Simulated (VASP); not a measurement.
# GaCuSe2 (P4/mmm) in VASP: notebook

GaCuSe2 is run at these levels: PBE; tasks: single point.

Everything below comes from runs of VASP 6.6.1. Logs are shortened: lines on timing, memory, paths and dates and some standing lists are left out, and cuts for length are marked.

## Step 1: The cell of the first run

The structure is tetragonal, space group P4/mmm (No. 123). The conventional cell has a = 3.749 Å, b = 3.749 Å, c = 5.231 Å, α = 90.00°, β = 90.00°, γ = 90.00°. Within 3.4 Å of Se (site symmetry 4/mmm) lie 2 Ga at 2.62 Å and 4 Cu at 2.65 Å. Se (site symmetry 4/mmm) has 2 Cu at 2.62 Å and 4 Ga at 2.65 Å within 3.4 Å. Within 3.4 Å of Ga (site symmetry 4/mmm) lie 6 Se at 2.62 to 2.65 Å. Cu (site symmetry 4/mmm) has 6 Se at 2.62 to 2.65 Å within 3.4 Å.

## Step 2: Single point, PBE

Input file INCAR:

```
ALGO     = Normal         # electronic algorithm
EDIFF    = 1E-6           # SCF threshold, eV
ENCUT    = 520            # plane-wave cutoff, eV
GGA      = PE             # functional
ISIF     = 2              # what is computed and relaxed
ISMEAR   = -1             # smearing method
LASPH    = T              # aspherical terms in the spheres
LCHARG   = T              # write CHGCAR
LELF     = T              # ELF
LREAL    = F              # projectors in reciprocal space
LVHAR    = T            
LWAVE    = F              # write WAVECAR
NBANDS   = 26             # bands
NELM     = 100            # most SCF steps
PREC     = Accurate       # precision mode
SIGMA    = 0.05           # smearing width, eV
```

Input file KPOINTS:

```
k-points
0
Gamma
  7 7 5
```

Input file POSCAR:

```
GaCuSe2
1.0
    3.7490835857      0.0000000000      0.0000000000
    0.0000000000      3.7490835857      0.0000000000
    0.0000000000      0.0000000000      5.2305483848
Se Ga Cu
2 1 1
Direct
    0.5000000000      0.5000000000      0.0000000000
    0.0000000000      0.0000000000      0.5000000000
    0.5000000000      0.5000000000      0.5000000000
    0.0000000000      0.0000000000      0.0000000000
```

Potentials or basis: VASP PAW PBE potentials, release 64 (Se, Ga_d, Cu).

On the command line:

```console
cat potpaw_PBE.64/Se/POTCAR potpaw_PBE.64/Ga_d/POTCAR potpaw_PBE.64/Cu/POTCAR > POTCAR
mpirun -np 1 vasp_std > vasp.out
```

OUTCAR:

```text
EDIFF = 1E-6
   ENCUT = 520
   GGA = PE
   ISIF = 2
   ISMEAR = -1
   LASPH = T
   LREAL = F
   NELM = 100
   PREC = Accurate

 ion  position               nearest neighbor table
   1  0.500  0.500  0.000-   3 2.62   3 2.62   4 2.65   4 2.65   4 2.65   4 2.65
   2  0.000  0.000  0.500-   4 2.62   4 2.62   3 2.65   3 2.65   3 2.65   3 2.65
   3  0.500  0.500  0.500-   1 2.62   1 2.62   2 2.65   2 2.65   2 2.65   2 2.65
   4  0.000  0.000  0.000-   2 2.62   2 2.62   1 2.65   1 2.65   1 2.65   1 2.65

  LATTYP: Found a simple tetragonal cell.
 ALAT       =     3.7490835857
 C/A-ratio  =     1.3951538463

  Lattice vectors:

 A1 = (   3.7490835857,   0.0000000000,   0.0000000000)
 A2 = (   0.0000000000,   3.7490835857,   0.0000000000)
 A3 = (   0.0000000000,   0.0000000000,   5.2305483848)

Analysis of symmetry for initial positions (statically):
=====================================================================
 Subroutine PRICEL returns:
 Original cell was already a primitive cell.

 Routine SETGRP: Setting up the symmetry group for a
 simple tetragonal supercell.

 Subroutine GETGRP returns: Found 16 space group operations
 (whereof 16 operations were pure point group operations)
 out of a pool of 16 trial point group operations.

The static configuration has the point symmetry D_4h.

Analysis of symmetry for dynamics (positions and initial velocities):
=====================================================================
 Subroutine PRICEL returns:
 Original cell was already a primitive cell.

 Routine SETGRP: Setting up the symmetry group for a
 simple tetragonal supercell.

 Subroutine GETGRP returns: Found 16 space group operations
 (whereof 16 operations were pure point group operations)
 out of a pool of 16 trial point group operations.

The dynamic configuration has the point symmetry D_4h.

 Subroutine INISYM returns: Found 16 space group operations
 (whereof 16 operations are pure point group operations),
 and found     1 'primitive' translations

----------------------------------------------------------------------------------------

                                     Primitive cell

  volume of cell :      73.5186

  direct lattice vectors                    reciprocal lattice vectors
     3.749083586  0.000000000  0.000000000     0.266731850  0.000000000  0.000000000
     0.000000000  3.749083586  0.000000000     0.000000000  0.266731850  0.000000000
     0.000000000  0.000000000  5.230548385     0.000000000  0.000000000  0.191184543

  length of vectors
     3.749083586  3.749083586  5.230548385     0.266731850  0.266731850  0.191184543

  position of ions in fractional coordinates (direct lattice)
     0.500000000  0.500000000  0.000000000
     0.000000000  0.000000000  0.500000000
     0.500000000  0.500000000  0.500000000
     0.000000000  0.000000000  0.000000000

  ion indices of the primitive-cell ions
   primitive index   ion index
                 1           1
                 2           2
                 3           3
                 4           4

----------------------------------------------------------------------------------------

 KPOINTS: k-points

Automatic generation of k-mesh.
 Grid dimensions read from file:
 generate k-points for:    7    7    5

 Generating k-lattice:

  Cartesian coordinates                     Fractional coordinates (reciprocal lattice)
     0.038104550  0.000000000  0.000000000     0.142857143  0.000000000  0.000000000
     0.000000000  0.038104550  0.000000000     0.000000000  0.142857143  0.000000000
     0.000000000  0.000000000  0.038236909     0.000000000  0.000000000  0.200000000

  Length of vectors
     0.038104550  0.038104550  0.038236909

  Shift w.r.t. Gamma in fractional coordinates (k-lattice)
     0.000000000  0.000000000  0.000000000

 Subroutine IBZKPT returns following result:
 ===========================================

 Found     30 irreducible k-points:

 Following reciprocal coordinates:
            Coordinates               Weight
  0.000000  0.000000  0.000000      1.000000
  0.142857  0.000000  0.000000      4.000000
  0.285714  0.000000  0.000000      4.000000
  0.428571  0.000000  0.000000      4.000000
  0.142857  0.142857  0.000000      4.000000
  0.285714  0.142857  0.000000      8.000000
[... 16 lines left out ...]
  0.285714  0.000000  0.400000      8.000000
  0.428571  0.000000  0.400000      8.000000
 [... further k-points ...]
   k-points           NKPTS =     30   k-points in BZ     NKDIM =     30   number of bands    NBANDS=     26
   number of dos      NEDOS =    301   number of ions     NIONS =      4
   total plane-waves  NPLWV =  31360
   dimension x,y,z NGX =    28 NGY =   28 NGZ =   40
   dimension x,y,z NGXF=    56 NGYF=   56 NGZF=   80
   ions per type =               2   1   1
   NGX,Y,Z   is equivalent  to a cutoff of  12.42, 12.42, 12.71 a.u.
   NGXF,Y,Z  is equivalent  to a cutoff of  24.83, 24.83, 25.43 a.u.
 SYSTEM =  unknown system
   PREC   = accura    normal or accurate (medium, high low for compatibility)
   ISTART =      0    job   : 0-new  1-cont  2-samecut
   ICHARG =      2    charge: 1-file 2-atom 10-const
   ISPIN  =      1    spin polarized calculation?
   LNONCOLLINEAR =      F non collinear calculations
   LSORBIT =      F    spin-orbit coupling
   LASPH  =      T    aspherical Exc in radial PAW
   ENCUT  =  520.0 eV  38.22 Ry    6.18 a.u.   6.97  6.97  9.73*2*pi/ulx,y,z
   NELM   =    100;   NELMIN=  2; NELMDL= -5     # of ELM steps
   EDIFF  = 0.1E-05   stopping-criterion for ELM
   LREAL  =      F    real-space projection
   EDIFFG = 0.1E-04   stopping-criterion for IOM
   NSW    =      0    number of steps for IOM
   IBRION =     -1    ionic relax: 0-MD 1-quasi-New 2-CG
   NFREE  =      0    steps in history (QN), initial steepest desc. (CG)
   ISIF   =      2    stress and relaxation
   ISYM   =      2    0-nonsym 1-usesym 2-fastsym
   POTIM  = 0.5000    time-step for ionic-motion
   TEBEG  =    0.0;   TEEND  =   0.0 temperature during run
   PSTRESS=    0.0 pullay stress
   NELECT =      36.0000    total number of electrons
   NUPDOWN=      -1.0000    fix difference up-down
   EMIN   =  10.00;   EMAX   =-10.00  energy-range for DOS
   EFERMI =   0.00;   METHOD = LEGACY
   ISMEAR =    -1;   SIGMA  =   0.05  broadening in eV -4-tet -1-fermi 0-gaus
   EFERMI_NEDOS =   21; number of points for ismear=-14 and -15
   IALGO  =     38    algorithm
   IMIX   =      4    mixing-type and parameters
     AMIX     =   0.40;   BMIX     =  1.00
     AMIX_MAG =   1.60;   BMIX_MAG =  1.00
  volume/ion in A,a.u.               =      18.38       124.03
  Fermi-wavevector in a.u.,A,eV,Ry     =   1.290357  2.438421 22.653984  1.665021
  Thomas-Fermi vector in A             =   2.422193
   LORBIT       =      0    0 simple, 1 ext, 2 COOP (PROOUT), +10 PAW based schemes
   GGA     = PE    functional components
   LHFCALC =     F    Hartree Fock is set to
   AEXX    =    0.0000 exact exchange contribution
   IVDW    =     0    specifies the selected vdW correction
   LEPSILON=     F    determine dielectric tensor
   LRPA    =     F    only Hartree local field effects (RPA)
 non-spin polarized calculation
  energy-cutoff  :      520.00
  volume of cell :       73.52
 maximum number of plane-waves:      1998
 NGX is ok and might be reduce to    28
   NGX = 13   NGY = 13   NGZ = 19

 number of electron      36.0000013 magnetization

 Free energy of the ion-electron system (eV)
  ---------------------------------------------------
  ext. energy  EPLUGINS =         0.00000000
  ---------------------------------------------------
  free energy    TOTEN  =       -14.58022456 eV

  energy without entropy =      -14.56864515  energy(sigma->0) =      -14.57443485

 E-fermi :   5.6258     XC(G=0): -10.7537

 val. band max:        5.5814445922   @ k =   0.2857   0.0000   0.4000
 cond. band min:       5.7393363840   @ k =   0.4286   0.1429   0.4000
 fundamental gap:      0.1578917918
 Fermi energy:         5.6257563827

 k-point     1 :       0.0000    0.0000    0.0000
  band No.  band energies     occupation
      1      -9.8155      2.00000
      2      -9.6098      2.00000
      3      -9.6047      2.00000
      4      -9.5574      2.00000
      5      -9.5574      2.00000
      6      -9.3196      2.00000
[... 18 lines left out ...]
     25      13.5816      0.00000
     26      13.9732      0.00000

 k-point     2 :       0.1429    0.0000    0.0000
  band No.  band energies     occupation
      1      -9.7932      2.00000
      2      -9.6125      2.00000
      3      -9.6047      2.00000
      4      -9.5609      2.00000
      5      -9.5571      2.00000
      6      -9.1789      2.00000
[... 18 lines left out ...]
     25      13.7006      0.00000
     26      14.5682      0.00000

 k-point     3 :       0.2857    0.0000    0.0000
  band No.  band energies     occupation
      1      -9.7551      2.00000
      2      -9.6298      2.00000
      3      -9.5935      2.00000
      4      -9.5686      2.00000
      5      -9.5564      2.00000
      6      -8.7652      2.00000
[... 18 lines left out ...]
     25      13.9061      0.00000
     26      14.2148      0.00000

 k-point     4 :       0.4286    0.0000    0.0000
  band No.  band energies     occupation
      1      -9.7308      2.00000
      2      -9.6436      2.00000
      3      -9.5843      2.00000
      4      -9.5748      2.00000
      5      -9.5558      2.00000
      6      -8.1889      2.00000
[... 18 lines left out ...]
     25      12.5703      0.00000
     26      13.3570      0.00000
[... 496 lines left out ...]
      1      -9.7614      2.00000
      2      -9.6124      2.00000
      3      -9.6045      2.00000
      4      -9.5631      2.00000
      5      -9.5587      2.00000
      6      -8.6309      2.00000
[... 18 lines left out ...]
     25      12.4663      0.00000
     26      13.6528      0.00000

 k-point    23 :       0.2857    0.0000    0.4000
  band No.  band energies     occupation
      1      -9.6974      2.00000
      2      -9.6298      2.00000
      3      -9.5914      2.00000
      4      -9.5717      2.00000
      5      -9.5580      2.00000
      6      -8.3355      2.00000
[... 18 lines left out ...]
     25      12.6479      0.00000
     26      13.4079      0.00000

 k-point    24 :       0.4286    0.0000    0.4000
  band No.  band energies     occupation
      1      -9.6581      2.00000
      2      -9.6436      2.00000
      3      -9.5786      2.00000
      4      -9.5781      2.00000
      5      -9.5574      2.00000
      6      -7.9928      2.00000
[... 18 lines left out ...]
     25      11.4464      0.00000
     26      13.7613      0.00000

 [... further k-points ...]
[... 5 lines left out ...]
  --------------------------------------------------------------------------------------
  -------------------------------------------------------------------------------------
  Total        0.8947959      0.8947959      0.6211489      0.0000000     -0.0000000      0.0000000
  in kB       19.5001106     19.5001106     13.5365770      0.0000000     -0.0000000      0.0000000
  external PRESSURE =      17.5122661 kB  Pullay stress =       0.0000000 kB

 VOLUME and BASIS-vectors are now :
 -----------------------------------------------------------------------------
  energy-cutoff  :      520.00
  volume of cell :       73.52
      direct lattice vectors                 reciprocal lattice vectors
     3.749083586  0.000000000  0.000000000     0.266731850  0.000000000  0.000000000
     0.000000000  3.749083586  0.000000000     0.000000000  0.266731850  0.000000000
     0.000000000  0.000000000  5.230548385     0.000000000  0.000000000  0.191184543

 POSITION                                       TOTAL-FORCE (eV/Angst)
 -----------------------------------------------------------------------------------
      1.87454      1.87454      0.00000         0.000000      0.000000      0.000000
      0.00000      0.00000      2.61527         0.000000      0.000000      0.000000
      1.87454      1.87454      2.61527         0.000000      0.000000      0.000000
      0.00000      0.00000      0.00000         0.000000      0.000000      0.000000
 -----------------------------------------------------------------------------------
    total drift:                                0.000000      0.000000      0.000000

  FREE ENERGIE OF THE ION-ELECTRON SYSTEM (eV)
  ---------------------------------------------------
  free  energy   TOTEN  =       -14.5802245595 eV

  energy  without entropy=      -14.5686451471  energy(sigma->0) =      -14.57443485
```

Run time: 90 s. Hardware: 1 thread of AMD EPYC 7R13 (Zen 3), shared host; peak memory 0.18 GiB.

Results:

```yaml
Free_energy: -14.5802 eV
Pressure: 1.8 GPa
Band_gap_on_the_k_mesh: zero (band 18 reaches 6.01 eV, above the bottom of band 19 at 3.84 eV)
```

Levels at points of the mesh, in eV from the Fermi level:
```
           k point  band 15  band 16  band 17  band 18  band 19  band 20  band 21  band 22
(0.00, 0.00, 0.00)    -2.43    -2.27    -1.28    -1.05    -1.05     1.29     4.04     7.90
```

## Step 3: Single point, PBE

This run uses another cell than the first one, of 18.75 Å³/atom, 1.020 times its volume.

Input file INCAR:

```
  ALGO = Normal
  EDIFF = 1E-7
  ENCUT = 520
  GGA = PE
  ISIF = 2
  ISMEAR = -1
  LASPH = T
  LCHARG = F
  LREAL = F
  LWAVE = F
  NBANDS = 26
  NELM = 100
  PREC = Accurate
  SIGMA = 0.05
```

KPOINTS is that of step 2.

Input file POSCAR:

```
GaCuSe2
1.0
    3.7744160000      0.0000000000      0.0000000000
    0.0000000000      3.7744160000      0.0000000000
    0.0000000000      0.0000000000      5.2658910000
Se Ga Cu
2 1 1
Direct
    0.5000000000      0.5000000000      0.0000000000
    0.0000000000      0.0000000000      0.5000000000
    0.5000000000      0.5000000000      0.5000000000
    0.0000000000      0.0000000000      0.0000000000
```

Potentials or basis: VASP PAW PBE potentials, release 64 (Se, Ga_d, Cu).

On the command line:

```console
cat potpaw_PBE.64/Se/POTCAR potpaw_PBE.64/Ga_d/POTCAR potpaw_PBE.64/Cu/POTCAR > POTCAR
mpirun -np 1 vasp_std > vasp.out
```

Run time: 2 min. Hardware: 1 thread of AMD EPYC 7R13 (Zen 3), shared host; peak memory 0.18 GiB.

The run converged. Its results:

* Free energy: -14.5906 eV
* Pressure: 0.3 GPa
* Band gap on the k mesh: zero (band 18 reaches 5.76 eV, above the bottom of band 19 at 3.63 eV)

Stress tensor (GPa, compression positive):
```
 0.55  0.00  0.00
 0.00  0.55  0.00
 0.00  0.00 -0.17
```

Levels at points of the mesh, in eV from the Fermi level:
```
           k point  band 15  band 16  band 17  band 18  band 19  band 20  band 21  band 22
(0.00, 0.00, 0.00)    -2.36    -2.22    -1.25    -1.02    -1.02     1.22     4.11     7.86
```

## Step 4: Single point, PBE

This run uses another cell than the first one, of 18.75 Å³/atom, 1.020 times its volume.

Input file INCAR:

```
SYSTEM = GaCuSe2
PREC = Accurate
ENCUT = 520
EDIFF = 1E-6
ISMEAR = -1
SIGMA = 0.05
LREAL = .False.
LASPH = .True.
NELM = 100
ALGO = Normal
ISIF = 2
LWAVE = .False.
LCHARG = .True.
GGA = PE
LELF = .True.
LVHAR = .True.
NBANDS = 26
```

Input file KPOINTS:

```
Automatic mesh
0
Gamma
  7 7 5
  0 0 0
```

POSCAR is that of step 3.

On the command line:

```console
cat potpaw_PBE.64/Se/POTCAR potpaw_PBE.64/Ga_d/POTCAR potpaw_PBE.64/Cu/POTCAR > POTCAR
mpirun -np 1 vasp_std > vasp.out
```

Run time: 89 s. Hardware: 1 thread of AMD EPYC 7R13 (Zen 3), shared host; peak memory 0.18 GiB.

Results (log left out):

```yaml
Free_energy: -14.5906 eV
Pressure: 0.1 GPa
Band_gap_on_the_k_mesh: zero (band 18 reaches 5.76 eV, above the bottom of band 19 at 3.63 eV)
```

Stress tensor (GPa, compression positive):
```
 0.39  0.00  0.00
 0.00  0.39  0.00
 0.00  0.00 -0.34
```

Levels at points of the mesh, in eV from the Fermi level:
| k point | band 16 | band 17 | band 18 | band 19 | band 20 | band 21 |
| --- | --- | --- | --- | --- | --- | --- |
| (0.00, 0.00, 0.00) | -2.22 | -1.25 | -1.02 | -1.02 | 1.22 | 4.11 |
